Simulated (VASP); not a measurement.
# HfO2 (Fm-3m) in VASP: notebook

The runs below take HfO2 through relaxation of cell and atoms, with r2SCAN+D4, r2SCAN+rVV10.

Everything below comes from runs of VASP 6.6.1. Logs are shortened: lines on timing, memory, paths and dates and some standing lists are left out, and cuts for length are marked.

### Step 1. The cell of the first run

Symmetry: Fm-3m, No. 225, cubic system. Conventional cell: a = 5.115 Å, b = 5.115 Å, c = 5.115 Å, α = 90.00°, β = 90.00°, γ = 90.00°. Hf (site symmetry m-3m) has 8 O at 2.21 Å within 2.9 Å. Within 2.9 Å of O (site symmetry -43m) lie 4 Hf at 2.21 Å and 6 O at 2.56 Å.

### Step 2. Relaxation of cell and atoms, r2SCAN+D4

Input file POSCAR:

```
HfO2
1.0
    3.6168510000      0.0000000000      0.0000000000
    1.8084255000      3.1322848477      0.0000000000
    1.8084255000      1.0440949492      2.9531464752
Hf O
1 2
Direct
    0.0000000000      0.0000000000      0.0000000000
    0.2500000000      0.2500000000      0.2500000000
    0.7500000000      0.7500000000      0.7500000000
```

Input file INCAR.step1:

```
SYSTEM = HfO2
PREC = Accurate ; ENCUT = 600
ISMEAR = 0 ; SIGMA = 0.01
LREAL = .False. ; LASPH = .True.
NELM = 100 ; GGA = PE
ALGO = Normal ; EDIFF = 1E-4
LWAVE = .True. ; LCHARG = .False.
```

Input file INCAR.step2:

```
SYSTEM = HfO2
PREC = Accurate ; ENCUT = 600
EDIFF = 1E-6 ; ISMEAR = 0
SIGMA = 0.01 ; LREAL = .False.
LASPH = .True. ; NELM = 100
ALGO = Normal ; ISIF = 3
LWAVE = .False. ; LCHARG = .False.
METAGGA = R2SCAN ; LMIXTAU = .True.
IVDW = 13 ; VDW_S6 = 1.0
VDW_S8 = 0.6018749 ; VDW_A1 = 0.51559235
VDW_A2 = 5.77342911 ; IBRION = 2
NSW = 100 ; EDIFFG = -0.02
ISTART = 1
```

Input file KPOINTS:

```
Automatic mesh
0
Gamma
  6 6 6
  0 0 0
```

Potentials or basis: VASP PAW PBE potentials, release 64 (Hf_pv, O).

Started as:

```console
$ cat potpaw_PBE.64/Hf_pv/POTCAR potpaw_PBE.64/O/POTCAR > POTCAR
$ cp INCAR.step1 INCAR
$ mpirun -np 1 vasp_std > vasp.out
$ cp INCAR.step2 INCAR
$ mpirun -np 1 vasp_std > vasp.out
```

OUTCAR:

```text
SYSTEM = HfO2
   PREC = Accurate
   ENCUT = 600
   EDIFF = 1E-6
   ISMEAR = 0
   LREAL = .False.
   LASPH = .True.
   NELM = 100
   ISIF = 3
   METAGGA = R2SCAN
   IVDW = 13
   IBRION = 2
   NSW = 100
   EDIFFG = -0.02
   ISTART = 1

 ion  position               nearest neighbor table
   1  0.000  0.000  0.000-   3 2.21   2 2.21   3 2.21   2 2.21   2 2.21   3 2.21   2 2.21   3 2.21

   2  0.250  0.250  0.250-   1 2.21   1 2.21   1 2.21   1 2.21
   3  0.750  0.750  0.750-   1 2.21   1 2.21   1 2.21   1 2.21

  LATTYP: Found a face centered cubic cell.
 ALAT       =     5.1149997373

  Lattice vectors:

 A1 = (   3.6168510000,   0.0000000000,   0.0000000000)
 A2 = (   1.8084255000,   3.1322848477,   0.0000000000)
 A3 = (   1.8084255000,   1.0440949492,   2.9531464752)

Analysis of symmetry for initial positions (statically):
=====================================================================
 Subroutine PRICEL returns:
 Original cell was already a primitive cell.

 Routine SETGRP: Setting up the symmetry group for a
 face centered cubic supercell.

 Subroutine GETGRP returns: Found 48 space group operations
 (whereof 48 operations were pure point group operations)
 out of a pool of 48 trial point group operations.

The static configuration has the point symmetry O_h .

Analysis of symmetry for dynamics (positions and initial velocities):
=====================================================================
 Subroutine PRICEL returns:
 Original cell was already a primitive cell.

 Routine SETGRP: Setting up the symmetry group for a
 face centered cubic supercell.

 Subroutine GETGRP returns: Found 48 space group operations
 (whereof 48 operations were pure point group operations)
 out of a pool of 48 trial point group operations.

The dynamic configuration has the point symmetry O_h .

 Subroutine INISYM returns: Found 48 space group operations
 (whereof 48 operations are pure point group operations),
 and found     1 'primitive' translations

----------------------------------------------------------------------------------------

                                     Primitive cell

  volume of cell :      33.4562

  direct lattice vectors                    reciprocal lattice vectors
     3.616851000  0.000000000  0.000000000     0.276483604 -0.159627883 -0.112873959
     1.808425500  3.132284848  0.000000000     0.000000000  0.319255767 -0.112873959
     1.808425500  1.044094949  2.953146475     0.000000000  0.000000000  0.338621876

  length of vectors
     3.616851000  3.616851000  3.616851000     0.338621876  0.338621876  0.338621876

  position of ions in fractional coordinates (direct lattice)
     0.000000000  0.000000000  0.000000000
     0.250000000  0.250000000  0.250000000
     0.750000000  0.750000000  0.750000000

  ion indices of the primitive-cell ions
   primitive index   ion index
                 1           1
                 2           2
                 3           3

----------------------------------------------------------------------------------------

 KPOINTS: Automatic mesh

Automatic generation of k-mesh.
 Grid dimensions read from file:
 generate k-points for:    6    6    6

 Generating k-lattice:

  Cartesian coordinates                     Fractional coordinates (reciprocal lattice)
     0.046080601 -0.026604647 -0.018812326     0.166666667  0.000000000  0.000000000
     0.000000000  0.053209294 -0.018812326     0.000000000  0.166666667 -0.000000000
     0.000000000  0.000000000  0.056436979     0.000000000  0.000000000  0.166666667

  Length of vectors
     0.056436979  0.056436979  0.056436979

  Shift w.r.t. Gamma in fractional coordinates (k-lattice)
     0.000000000  0.000000000  0.000000000

 Subroutine IBZKPT returns following result:
 ===========================================

 Found     16 irreducible k-points:

 Following reciprocal coordinates:
            Coordinates               Weight
  0.000000  0.000000  0.000000      1.000000
  0.166667 -0.000000  0.000000      8.000000
  0.333333 -0.000000  0.000000      8.000000
  0.500000  0.000000  0.000000      4.000000
  0.166667  0.166667  0.000000      6.000000
  0.333333  0.166667  0.000000     24.000000
[... 8 lines left out ...]
 -0.333333  0.333333  0.166667     24.000000
 -0.333333  0.500000  0.166667     12.000000
   k-points           NKPTS =     16   k-points in BZ     NKDIM =     16   number of bands    NBANDS=     15
   number of dos      NEDOS =    301   number of ions     NIONS =      3
   total plane-waves  NPLWV =  27000
   dimension x,y,z NGX =    30 NGY =   30 NGZ =   30
   dimension x,y,z NGXF=    60 NGYF=   60 NGZF=   60
   ions per type =               1   2
   NGX,Y,Z   is equivalent  to a cutoff of  13.79, 13.79, 13.79 a.u.
   NGXF,Y,Z  is equivalent  to a cutoff of  27.58, 27.58, 27.58 a.u.
 SYSTEM =  HfO2
   PREC   = accura    normal or accurate (medium, high low for compatibility)
   ISTART =      1    job   : 0-new  1-cont  2-samecut
   ICHARG =      0    charge: 1-file 2-atom 10-const
   ISPIN  =      1    spin polarized calculation?
   LNONCOLLINEAR =      F non collinear calculations
   LSORBIT =      F    spin-orbit coupling
   LASPH  =      T    aspherical Exc in radial PAW
   ENCUT  =  600.0 eV  44.10 Ry    6.64 a.u.   7.22  7.22  7.22*2*pi/ulx,y,z
   NELM   =    100;   NELMIN=  2; NELMDL=  0     # of ELM steps
   EDIFF  = 0.1E-05   stopping-criterion for ELM
   LREAL  =      F    real-space projection
   EDIFFG = -.2E-01   stopping-criterion for IOM
   NSW    =    100    number of steps for IOM
   IBRION =      2    ionic relax: 0-MD 1-quasi-New 2-CG
   NFREE  =      1    steps in history (QN), initial steepest desc. (CG)
   ISIF   =      3    stress and relaxation
   ISYM   =      2    0-nonsym 1-usesym 2-fastsym
   POTIM  = 0.5000    time-step for ionic-motion
   TEBEG  =    0.0;   TEEND  =   0.0 temperature during run
   PSTRESS=    0.0 pullay stress
   NELECT =      22.0000    total number of electrons
   NUPDOWN=      -1.0000    fix difference up-down
   EMIN   =  10.00;   EMAX   =-10.00  energy-range for DOS
   EFERMI =   0.00;   METHOD = LEGACY
   ISMEAR =     0;   SIGMA  =   0.01  broadening in eV -4-tet -1-fermi 0-gaus
   EFERMI_NEDOS =   21; number of points for ismear=-14 and -15
   IALGO  =     38    algorithm
   IMIX   =      4    mixing-type and parameters
     AMIX     =   0.40;   BMIX     =  1.00
     AMIX_MAG =   1.60;   BMIX_MAG =  1.00
  volume/ion in A,a.u.               =      11.15        75.26
  Fermi-wavevector in a.u.,A,eV,Ry     =   1.423607  2.690227 27.574340  2.026657
  Thomas-Fermi vector in A             =   2.544187
   LORBIT       =      0    0 simple, 1 ext, 2 COOP (PROOUT), +10 PAW based schemes
   METAGGA = R2SCAN    functional components
   LHFCALC =     F    Hartree Fock is set to
   AEXX    =    0.0000 exact exchange contribution
   IVDW    =    13    specifies the selected vdW correction
   LEPSILON=     F    determine dielectric tensor
   LRPA    =     F    only Hartree local field effects (RPA)
 conjugate gradient relaxation of ions
 non-spin polarized calculation
 Gauss-broadening in eV      SIGMA  =   0.01
  energy-cutoff  :      600.00
  volume of cell :       33.46
 maximum number of plane-waves:      1139
 NGX is ok and might be reduce to    30
   NGX = 15   NGY = 15   NGZ = 15

--------------------------------------- Ionic step        1  -------------------------------------------

 number of electron      21.9999993 magnetization

 Free energy of the ion-electron system (eV)
  ---------------------------------------------------
  ext. energy  EPLUGINS =         0.00000000
  ---------------------------------------------------
  free energy    TOTEN  =       -68.50086946 eV

  energy without entropy =      -68.50086946  energy(sigma->0) =      -68.50086946

------------------------ aborting loop because EDIFF is reached ----------------------------------------

  DFT-D4 for vdW energy calculation

  Edisp (eV):   -0.21962

  FORCE on cell =-STRESS in cart. coord.  units (eV):
  Direction    XX          YY          ZZ          XY          YZ          ZX
  --------------------------------------------------------------------------------------
  -------------------------------------------------------------------------------------
  Total      -2.82409    -2.82409    -2.82409    -0.00000     0.00000    -0.00000
  in kB    -135.24239  -135.24239  -135.24239    -0.00000     0.00000    -0.00000
  external pressure =     -135.24 kB  Pullay stress =        0.00 kB

 VOLUME and BASIS-vectors are now :
 -----------------------------------------------------------------------------
  energy-cutoff  :      600.00
  volume of cell :       33.46
      direct lattice vectors                 reciprocal lattice vectors
     3.616851000  0.000000000  0.000000000     0.276483604 -0.159627883 -0.112873959
     1.808425500  3.132284848  0.000000000     0.000000000  0.319255767 -0.112873959
     1.808425500  1.044094949  2.953146475     0.000000000  0.000000000  0.338621876
[... 83 lines left out ...]
 POSITION                                       TOTAL-FORCE (eV/Angst)
 -----------------------------------------------------------------------------------
      0.00000      0.00000      0.00000         0.000000     -0.000000     -0.000000
      1.77682      1.02585      0.72539         0.000000     -0.000000     -0.000000
      5.33047      3.07755      2.17616        -0.000000      0.000000      0.000000
 -----------------------------------------------------------------------------------
    total drift:                               -0.000000      0.000000     -0.000000

  FREE ENERGIE OF THE ION-ELECTRON SYSTEM (eV)
  ---------------------------------------------------
  free  energy   TOTEN  =       -68.7979161298 eV

  energy  without entropy=      -68.7979161298  energy(sigma->0) =      -68.79791613

--------------------------------------- Ionic step        4  -------------------------------------------

 number of electron      22.0000001 magnetization

 Free energy of the ion-electron system (eV)
  ---------------------------------------------------
  ext. energy  EPLUGINS =         0.00000000
  ---------------------------------------------------
  free energy    TOTEN  =       -68.56447230 eV

  energy without entropy =      -68.56447230  energy(sigma->0) =      -68.56447230

 E-fermi :   4.2889     XC(G=0): -12.7394

 val. band max:        4.1442582421   @ k =   0.5000   0.5000   0.0000
 cond. band min:       8.5226628804   @ k =   0.5000   0.5000   0.0000
 fundamental gap:      4.3784046383
 Fermi energy:         4.2888777165

 k-point     1 :       0.0000    0.0000    0.0000
  band No.  band energies     occupation
      1     -26.3778      2.00000
      2     -26.3778      2.00000
      3     -26.3778      2.00000
      4     -15.7582      2.00000
      5     -12.6188      2.00000
      6      -1.4717      2.00000
      7      -1.4717      2.00000
      8      -1.4717      2.00000
      9       3.4936      2.00000
     10       3.4936      2.00000
     11       3.4936      2.00000
     12       8.6234      0.00000
     13       8.6234      0.00000
     14      10.8389      0.00000
     15      15.5063      0.00000
[... 294 lines left out ...]
 POSITION                                       TOTAL-FORCE (eV/Angst)
 -----------------------------------------------------------------------------------
      3.55219      0.00000     -0.00000        -0.000000      0.000000     -0.000000
      1.77609      1.02543      0.72509         0.000000      0.000000      0.000000
      5.32828      3.07629      2.17526        -0.000000     -0.000000     -0.000000
 -----------------------------------------------------------------------------------
    total drift:                                0.000000      0.000000      0.000000

  FREE ENERGIE OF THE ION-ELECTRON SYSTEM (eV)
  ---------------------------------------------------
  free  energy   TOTEN  =       -68.7979508132 eV

  energy  without entropy=      -68.7979508132  energy(sigma->0) =      -68.79795081

 reached required accuracy - stopping structural energy minimisation
```

It took 4.2 min on 1 thread of AMD EPYC 7R43 (Zen 3), shared host; peak memory 0.15 GiB.

Results:

```yaml
Free_energy: -68.7980 eV
Relaxed_volume: 10.56 Å³/atom
Relaxed_cell: a = 3.552 Å, b = 3.552 Å, c = 3.552 Å, α = 60.00°, β = 60.00°, γ = 60.00°
Space_group_after_relaxing_to_0.05_Å: Fm-3m (No. 225)
Energy_gained_by_relaxing: 25.8 meV/atom
Ionic_steps: 4
Pressure_after_relaxing: 0.0 GPa
Band_gap_on_the_k_mesh: 4.38 eV, direct
Dispersion_energy_per_atom: -0.078 eV
```

Step by step:
```
step  energy change (eV)  largest force (eV/Å)  pressure (GPa)  volume (Å³)
   1              0.0000                0.0000          -13.52        33.46
   2              0.1377                0.0000           28.82        29.10
   3             -0.0774                0.0000           -0.39        31.73
   4             -0.0775                0.0000           -0.02        31.69
```

Final structure:
```
Hf O
1.0
     3.55219    0.00000    0.00000
     1.77609    3.07629    0.00000
     1.77609    1.02543    2.90035
Hf O
1 2
Cartesian
  3.5522 0.0000 0.0000
  1.7761 1.0254 0.7251
  5.3283 3.0763 2.1753
```

Caveat: the PAW data sets were made with another functional, which shifts forces and pressure a little; spin-orbit coupling is left out, which moves the levels of the heavy elements. A k mesh can miss the band edges.

### Step 3. Relaxation of cell and atoms, r2SCAN+rVV10

POSCAR is that of step 2.

Input file INCAR.step1:

```
PREC = Accurate ; ENCUT = 600
ISMEAR = 0 ; SIGMA = 0.01
LREAL = False ; LASPH = True
NELM = 80 ; GGA = PE
ALGO = Normal ; EDIFF = 1E-4
LWAVE = True ; LCHARG = False
```

Input file INCAR.step2:

```
PREC = Accurate ; ENCUT = 600
EDIFF = 1E-7 ; ISMEAR = 0
SIGMA = 0.01 ; LREAL = False
LASPH = True ; NELM = 80
ALGO = Normal ; ISIF = 3
LWAVE = False ; LCHARG = False
METAGGA = R2SCAN ; LMIXTAU = True
LUSE_VDW = True ; IVDW_NL = 2
BPARAM = 11.95 ; CPARAM = 0.0093
IBRION = 2 ; NSW = 100
EDIFFG = -0.02 ; ISTART = 1
```

Input file KPOINTS:

```
Automatic mesh
0
Gamma
  6 6 6
```

Potentials or basis: VASP PAW PBE potentials, release 64 (Hf_pv, O).

Started as:

```console
$ cat potpaw_PBE.64/Hf_pv/POTCAR potpaw_PBE.64/O/POTCAR > POTCAR
$ cp INCAR.step1 INCAR
$ mpirun -np 1 vasp_std > vasp.out
$ cp INCAR.step2 INCAR
$ mpirun -np 1 vasp_std > vasp.out
```

Run time: 9.5 min. Hardware: 1 thread of AMD EPYC 7R43 (Zen 3), shared host; peak memory 0.25 GiB.

It converged, with:

* Free energy: -68.0869 eV
* Relaxed volume: 10.56 Å³/atom
* Relaxed cell: a = 3.552 Å, b = 3.552 Å, c = 3.552 Å, α = 60.00°, β = 60.00°, γ = 60.00°
* Space group after relaxing (to 0.05 Å): Fm-3m (No. 225)
* Energy gained by relaxing: 26.4 meV/atom
* Ionic steps: 4
* Pressure after relaxing: 0.0 GPa
* Band gap on the k mesh: 4.34 eV, direct

Step by step:
| step | energy change (eV) | largest force (eV/Å) | pressure (GPa) | volume (Å³) |
| --- | --- | --- | --- | --- |
| 1 | 0.0000 | 0.0000 | -13.71 | 33.46 |
| 2 | 0.1461 | 0.0000 | 29.60 | 29.04 |
| 3 | -0.0791 | 0.0000 | -0.41 | 31.73 |
| 4 | -0.0791 | 0.0000 | -0.04 | 31.68 |

Final structure:
```
CELL_PARAMETERS angstrom
3.55183 0.00000 0.00000
1.77591 3.07597 0.00000
1.77591 1.02532 2.90005
ATOMIC_POSITIONS crystal
Hf 0.00000 0.00000 0.00000
O 0.25000 0.25000 0.25000
O 0.75000 0.75000 0.75000
```

Levels at points of the mesh, in eV from the valence-band top:
```tsv
k point	band 9	band 10	band 11	band 12	band 13	band 14
(0.00, 0.00, 0.00)	-0.65	-0.65	-0.65	4.47	4.47	6.60
(0.50, 0.00, 0.00)	-2.89	-1.93	-1.93	5.20	5.20	7.77
(0.50, 0.50, 0.00)	-1.60	-1.60	0.00	4.34	6.16	7.44
```

Caveat: the PAW data sets were made with another functional, which shifts forces and pressure a little; spin-orbit coupling is left out, which moves the levels of the heavy elements. A k mesh can miss the band edges.
